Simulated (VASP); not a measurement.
Input of a VASP 6.6.1 run:

The input INCAR:

```
SYSTEM = ZrH2
ALGO = Normal
EDIFF = 1E-6
ENCUT = 520
GGA = PS
ISIF = 2
ISMEAR = 0
LASPH = .True.
LCHARG = .False.
LREAL = .False.
LWAVE = .False.
NBANDS = 14
NELM = 80
PREC = Accurate
SIGMA = 0.01
```

File KPOINTS:

```
k-points
0
Gamma
  8 8 8
  0 0 0
```

The input POSCAR:

```
ZrH2
1.0
    0.0000000000      2.3683827878      2.3683827878
    2.3683827878      0.0000000000      2.3683827878
    2.3683827878      2.3683827878      0.0000000000
Zr H
1 2
Direct
    0.0000000000      0.0000000000      0.0000000000
    0.7500000000      0.7500000000      0.7500000000
    0.2500000000      0.2500000000      0.2500000000
```

Potentials or basis: VASP PAW PBE potentials, release 64 (Zr_sv, H).

Launch:

```console
$ cat potpaw_PBE.64/Zr_sv/POTCAR potpaw_PBE.64/H/POTCAR > POTCAR
$ mpirun -np 1 vasp_std > vasp.out
```

Problem. Predict the pressure.

Solution. 2.5 GPa.

Problem. Predict the band gap on the k mesh.

Solution. Zero (bands 7 and 8 overlap by 0.44 eV).

Caveat: the PAW data sets were made with another functional, which shifts forces and pressure a little.
